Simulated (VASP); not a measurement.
# K (I4_1/amd) in VASP: relaxation of cell and atoms with PBE

Aim: the relaxation of cell and atoms of K with PBE.

All numbers are computed with VASP 6.6.1; they aren't measurements. Logs are shortened: lines on timing, memory, paths and dates and some standing lists are left out, and cuts for length are marked.

## (1) The cell of the first run

It takes space group I4_1/amd (No. 141, tetragonal). Conventional cell: a = 7.565 Å, b = 7.565 Å, c = 4.136 Å, α = 90.00°, β = 90.00°, γ = 90.00°. Within 5.1 Å of K (site symmetry -4m2) lie 10 K at 3.92 to 4.89 Å.

## (2) Relaxation of cell and atoms, PBE, target pressure 1.3 GPa, at which the enthalpy is minimised

File INCAR:

```
  ALGO = Normal
  EDIFF = 1E-6
  EDIFFG = -0.005
  ENCUT = 600
  GGA = PE
  IBRION = 2
  ISIF = 3
  ISMEAR = -1
  LASPH = T
  LCHARG = F
  LREAL = F
  LWAVE = F
  NELM = 100
  NSW = 32
  PREC = Accurate
  PSTRESS = 13.0
  SIGMA = 0.05
```

File KPOINTS:

```
k-points
0
Gamma
  11 11 11
```

File POSCAR:

```
K
1.0
   -3.7824543187      3.7824543187      2.0682336412
    3.7824543187     -3.7824543187      2.0682336412
    3.7824543187      3.7824543187     -2.0682336412
K
2
Direct
   -0.3750000000     -0.1250000000     -0.2500000000
    0.3750000000      0.1250000000      0.2500000000
```

Potentials or basis: VASP PAW PBE potentials, release 64 (K_sv).

Started as:

```bash
$ cat potpaw_PBE.64/K_sv/POTCAR > POTCAR
$ mpirun -np 1 vasp_std > vasp.out
```

OUTCAR:

```text
EDIFF = 1E-6
   EDIFFG = -0.005
   ENCUT = 600
   GGA = PE
   IBRION = 2
   ISIF = 3
   ISMEAR = -1
   LASPH = T
   LREAL = F
   NELM = 100
   NSW = 32
   PREC = Accurate
   PSTRESS = 13.0

 ion  position               nearest neighbor table
   1  0.625  0.875  0.750-
   2  0.375  0.125  0.250-

  LATTYP: Found a body centered tetragonal cell.
 ALAT       =     7.5649086374
 C/A-ratio  =     0.5467967269

  Lattice vectors:

 A1 = (  -3.7824543187,   3.7824543187,   2.0682336412)
 A2 = (   3.7824543187,  -3.7824543187,   2.0682336412)
 A3 = (   3.7824543187,   3.7824543187,  -2.0682336412)

Analysis of symmetry for initial positions (statically):
=====================================================================
 Subroutine PRICEL returns:
 Original cell was already a primitive cell.

 Routine SETGRP: Setting up the symmetry group for a
 body centered tetragonal supercell.

 Subroutine GETGRP returns: Found 16 space group operations
 (whereof  4 operations were pure point group operations)
 out of a pool of 16 trial point group operations.

The static configuration has the point symmetry C_2h.
 The point group associated with its full space group is D_4h.

Analysis of symmetry for dynamics (positions and initial velocities):
=====================================================================
 Subroutine PRICEL returns:
 Original cell was already a primitive cell.

 Routine SETGRP: Setting up the symmetry group for a
 body centered tetragonal supercell.

 Subroutine GETGRP returns: Found 16 space group operations
 (whereof  4 operations were pure point group operations)
 out of a pool of 16 trial point group operations.

The dynamic configuration has the point symmetry C_2h.
 The point group associated with its full space group is D_4h.

 Subroutine INISYM returns: Found 16 space group operations
 (whereof  4 operations are pure point group operations),
 and found     1 'primitive' translations

----------------------------------------------------------------------------------------

                                     Primitive cell

  volume of cell :     118.3605

  direct lattice vectors                    reciprocal lattice vectors
    -3.782454319  3.782454319  2.068233641     0.000000000  0.132189303  0.241752184
     3.782454319 -3.782454319  2.068233641     0.132189303  0.000000000  0.241752184
     3.782454319  3.782454319 -2.068233641     0.132189303  0.132189303  0.000000000

  length of vectors
     5.735112182  5.735112182  5.735112182     0.275532449  0.275532449  0.186943905

  position of ions in fractional coordinates (direct lattice)
     0.625000000  0.875000000  0.750000000
     0.375000000  0.125000000  0.250000000

  ion indices of the primitive-cell ions
   primitive index   ion index
                 1           1
                 2           2

----------------------------------------------------------------------------------------

 KPOINTS: k-points

Automatic generation of k-mesh.
 Grid dimensions read from file:
 generate k-points for:   11   11   11

 Generating k-lattice:

  Cartesian coordinates                     Fractional coordinates (reciprocal lattice)
     0.000000000  0.012017209  0.021977471     0.090909091  0.000000000  0.000000000
     0.012017209  0.000000000  0.021977471     0.000000000  0.090909091  0.000000000
     0.012017209  0.012017209  0.000000000     0.000000000  0.000000000  0.090909091

  Length of vectors
     0.025048404  0.025048404  0.016994900

  Shift w.r.t. Gamma in fractional coordinates (k-lattice)
     0.000000000  0.000000000  0.000000000

 Subroutine IBZKPT returns following result:
 ===========================================

 Found    126 irreducible k-points:

 Following reciprocal coordinates:
            Coordinates               Weight
  0.000000  0.000000  0.000000      1.000000
  0.090909  0.000000  0.000000      8.000000
  0.181818 -0.000000  0.000000      8.000000
  0.272727 -0.000000  0.000000      8.000000
  0.363636  0.000000  0.000000      8.000000
  0.454545  0.000000  0.000000      8.000000
[... 16 lines left out ...]
 -0.272727  0.181818 -0.000000     16.000000
 -0.181818  0.181818  0.000000      4.000000
 [... further k-points ...]
   k-points           NKPTS =    126   k-points in BZ     NKDIM =    126   number of bands    NBANDS=     13
   number of dos      NEDOS =    301   number of ions     NIONS =      2
   total plane-waves  NPLWV = 110592
   dimension x,y,z NGX =    48 NGY =   48 NGZ =   48
   dimension x,y,z NGXF=    96 NGYF=   96 NGZF=   96
   ions per type =               2
   NGX,Y,Z   is equivalent  to a cutoff of  13.91, 13.91, 13.91 a.u.
   NGXF,Y,Z  is equivalent  to a cutoff of  27.83, 27.83, 27.83 a.u.
 SYSTEM =  unknown system
   PREC   = accura    normal or accurate (medium, high low for compatibility)
   ISTART =      0    job   : 0-new  1-cont  2-samecut
   ICHARG =      2    charge: 1-file 2-atom 10-const
   ISPIN  =      1    spin polarized calculation?
   LNONCOLLINEAR =      F non collinear calculations
   LSORBIT =      F    spin-orbit coupling
   LASPH  =      T    aspherical Exc in radial PAW
   ENCUT  =  600.0 eV  44.10 Ry    6.64 a.u.  11.45 11.45 11.45*2*pi/ulx,y,z
   NELM   =    100;   NELMIN=  2; NELMDL= -5     # of ELM steps
   EDIFF  = 0.1E-05   stopping-criterion for ELM
   LREAL  =      F    real-space projection
   EDIFFG = -.5E-02   stopping-criterion for IOM
   NSW    =     32    number of steps for IOM
   IBRION =      2    ionic relax: 0-MD 1-quasi-New 2-CG
   NFREE  =      1    steps in history (QN), initial steepest desc. (CG)
   ISIF   =      3    stress and relaxation
   ISYM   =      2    0-nonsym 1-usesym 2-fastsym
   POTIM  = 0.5000    time-step for ionic-motion
   TEBEG  =    0.0;   TEEND  =   0.0 temperature during run
   PSTRESS=   13.0 pullay stress
   NELECT =      18.0000    total number of electrons
   NUPDOWN=      -1.0000    fix difference up-down
   EMIN   =  10.00;   EMAX   =-10.00  energy-range for DOS
   EFERMI =   0.00;   METHOD = LEGACY
   ISMEAR =    -1;   SIGMA  =   0.05  broadening in eV -4-tet -1-fermi 0-gaus
   EFERMI_NEDOS =   21; number of points for ismear=-14 and -15
   IALGO  =     38    algorithm
   IMIX   =      4    mixing-type and parameters
     AMIX     =   0.40;   BMIX     =  1.00
     AMIX_MAG =   1.60;   BMIX_MAG =  1.00
  volume/ion in A,a.u.               =      59.18       399.37
  Fermi-wavevector in a.u.,A,eV,Ry     =   0.873836  1.651311 10.389268  0.763590
  Thomas-Fermi vector in A             =   1.993283
   LORBIT       =      0    0 simple, 1 ext, 2 COOP (PROOUT), +10 PAW based schemes
   GGA     = PE    functional components
   LHFCALC =     F    Hartree Fock is set to
   AEXX    =    0.0000 exact exchange contribution
   IVDW    =     0    specifies the selected vdW correction
   LEPSILON=     F    determine dielectric tensor
   LRPA    =     F    only Hartree local field effects (RPA)
 conjugate gradient relaxation of ions
 non-spin polarized calculation
  energy-cutoff  :      600.00
  volume of cell :      118.36
 maximum number of plane-waves:      3972
 NGX is ok and might be reduce to    48
   NGX = 23   NGY = 23   NGZ = 23

 number of electron      17.9999999 magnetization

 Free energy of the ion-electron system (eV)
  ---------------------------------------------------
  ext. energy  EPLUGINS =         0.00000000
  ---------------------------------------------------
  free energy    TOTEN  =        -1.85766955 eV

  energy without entropy =       -1.84613607  energy(sigma->0) =       -1.85190281

 E-fermi :   0.4581     XC(G=0):  -6.2027

 val. band max:        0.4515571060   @ k =  -0.4545   0.2727   0.0909
 cond. band min:       0.4637455831   @ k =   0.3636   0.2727   0.0000
 fundamental gap:      0.0121884771
 Fermi energy:         0.4580798479

 k-point     1 :       0.0000    0.0000    0.0000
  band No.  band energies     occupation
      1     -31.7440      2.00000
      2     -31.7154      2.00000
      3     -15.3131      2.00000
      4     -15.3131      2.00000
      5     -15.1566      2.00000
      6     -15.1543      2.00000
      7     -15.1446      2.00000
      8     -15.1446      2.00000
      9      -2.0362      2.00000
     10       1.4648      0.00000
     11       2.8467      0.00000
     12       3.5166      0.00000
     13       3.5194      0.00000

 k-point     2 :       0.0909    0.0000    0.0000
  band No.  band energies     occupation
      1     -31.7429      2.00000
      2     -31.7153      2.00000
      3     -15.3122      2.00000
      4     -15.3082      2.00000
      5     -15.1679      2.00000
      6     -15.1648      2.00000
      7     -15.1461      2.00000
      8     -15.1438      2.00000
      9      -1.9230      2.00000
     10       1.5039      0.00000
     11       2.7941      0.00000
     12       3.4978      0.00000
     13       3.5508      0.00000

 k-point     3 :       0.1818   -0.0000    0.0000
  band No.  band energies     occupation
      1     -31.7400      2.00000
      2     -31.7151      2.00000
      3     -15.3098      2.00000
      4     -15.2955      2.00000
      5     -15.1970      2.00000
      6     -15.1905      2.00000
      7     -15.1531      2.00000
      8     -15.1418      2.00000
      9      -1.5913      2.00000
     10       1.6011      0.00000
     11       2.6496      0.00000
     12       3.4507      0.00000
     13       3.5452      0.00000

 k-point     4 :       0.2727   -0.0000    0.0000
  band No.  band energies     occupation
      1     -31.7360      2.00000
      2     -31.7151      2.00000
      3     -15.3065      2.00000
      4     -15.2825      2.00000
      5     -15.2342      2.00000
      6     -15.2181      2.00000
      7     -15.1646      2.00000
      8     -15.1391      2.00000
      9      -1.0638      2.00000
     10       1.7029      0.00000
     11       2.4059      0.00000
     12       3.3787      0.00000
     13       3.4913      0.00000

 k-point     5 :       0.3636    0.0000    0.0000
  band No.  band energies     occupation
      1     -31.7320      2.00000
      2     -31.7155      2.00000
      3     -15.3035      2.00000
      4     -15.2875      2.00000
      5     -15.2649      2.00000
      6     -15.2261      2.00000
      7     -15.1783      2.00000
      8     -15.1367      2.00000
      9      -0.3772      2.00000
     10       1.7596      0.00000
     11       1.9610      0.00000
     12       3.2343      0.00000
     13       3.2790      0.00000
[... 257 lines left out ...]
 k-point    22 :      -0.3636    0.1818    0.0000
  band No.  band energies     occupation
      1     -31.7360      2.00000
      2     -31.7190      2.00000
      3     -15.3030      2.00000
      4     -15.2651      2.00000
      5     -15.2193      2.00000
      6     -15.1865      2.00000
      7     -15.1734      2.00000
      8     -15.1472      2.00000
      9      -1.1997      2.00000
     10       0.9839      0.00005
     11       2.4883      0.00000
     12       3.3836      0.00000
     13       3.5633      0.00000

 k-point    23 :      -0.2727    0.1818   -0.0000
  band No.  band energies     occupation
      1     -31.7396      2.00000
      2     -31.7185      2.00000
      3     -15.3033      2.00000
      4     -15.2848      2.00000
      5     -15.1909      2.00000
      6     -15.1681      2.00000
      7     -15.1588      2.00000
      8     -15.1439      2.00000
      9      -1.6175      2.00000
     10       1.0249      0.00002
     11       2.4915      0.00000
     12       3.4794      0.00000
     13       3.6063      0.00000

 k-point    24 :      -0.1818    0.1818    0.0000
  band No.  band energies     occupation
      1     -31.7417      2.00000
      2     -31.7176      2.00000
      3     -15.3020      2.00000
      4     -15.3017      2.00000
      5     -15.1740      2.00000
      6     -15.1604      2.00000
      7     -15.1528      2.00000
      8     -15.1405      2.00000
      9      -1.8292      2.00000
     10       1.1638      0.00000
     11       2.4807      0.00000
     12       3.5049      0.00000
     13       3.6418      0.00000

 [... further k-points ...]

------------------------ aborting loop because EDIFF is reached ----------------------------------------

  FORCE on cell =-STRESS in cart. coord.  units (eV):
  Direction    XX          YY          ZZ          XY          YZ          ZX
  --------------------------------------------------------------------------------------
  -------------------------------------------------------------------------------------
  Total        0.9642675      0.9642675      0.9578414     -0.0000000      0.0000000     -0.0000000
  in kB       13.0527235     13.0527235     12.9657366     -0.0000000      0.0000000     -0.0000000
  external PRESSURE =       0.0237279 kB  Pullay stress =      13.0000000 kB

 VOLUME and BASIS-vectors are now :
 -----------------------------------------------------------------------------
  energy-cutoff  :      600.00
  volume of cell :      118.36
      direct lattice vectors                 reciprocal lattice vectors
    -3.782454319  3.782454319  2.068233641     0.000000000  0.132189303  0.241752184
     3.782454319 -3.782454319  2.068233641     0.132189303  0.000000000  0.241752184
     3.782454319  3.782454319 -2.068233641     0.132189303  0.132189303  0.000000000

 POSITION                                       TOTAL-FORCE (eV/Angst)
 -----------------------------------------------------------------------------------
      3.78245      1.89123      1.55118        -0.000000      0.000000      0.000000
      0.00000      1.89123      0.51706         0.000000     -0.000000     -0.000000
 -----------------------------------------------------------------------------------
    total drift:                                0.000000     -0.000000      0.000000

  FREE ENERGIE OF THE ION-ELECTRON SYSTEM (eV)
  ---------------------------------------------------
  free  energy   TOTEN  =        -1.8576695522 eV

  energy  without entropy=       -1.8461360693  energy(sigma->0) =       -1.85190281

  enthalpy is  TOTEN    =        -0.8972969928 eV   P V=        0.9603725594

 reached required accuracy - stopping structural energy minimisation
```

Run time: 4.8 min. Hardware: 1 thread of Intel Xeon 8259CL, shared host; peak memory 0.44 GiB.

What came out:

| Item | Value |
| --- | --- |
| Free energy | -1.8577 eV |
| Pressure after relaxing | 1.3 GPa |
| Band gap on the k mesh | zero (bands 9 and 10 overlap by 1.65 eV) |

Final structure:
```
K
1.0
    -3.78245    3.78245    2.06823
     3.78245   -3.78245    2.06823
     3.78245    3.78245   -2.06823
K
2
Cartesian
  3.7825 1.8912 1.5512
  0.0000 1.8912 0.5171
```

Levels at points of the mesh, in eV from the Fermi level:
| k point | band 6 | band 7 | band 8 | band 9 | band 10 | band 11 | band 12 | band 13 |
| --- | --- | --- | --- | --- | --- | --- | --- | --- |
| (0.00, 0.00, 0.00) | -15.61 | -15.60 | -15.60 | -2.49 | 1.01 | 2.39 | 3.06 | 3.06 |

Caveat: the relaxation stopped at its first step, so nothing moved; the cell is relaxed towards a set pressure, so the run minimises the enthalpy, not the energy.
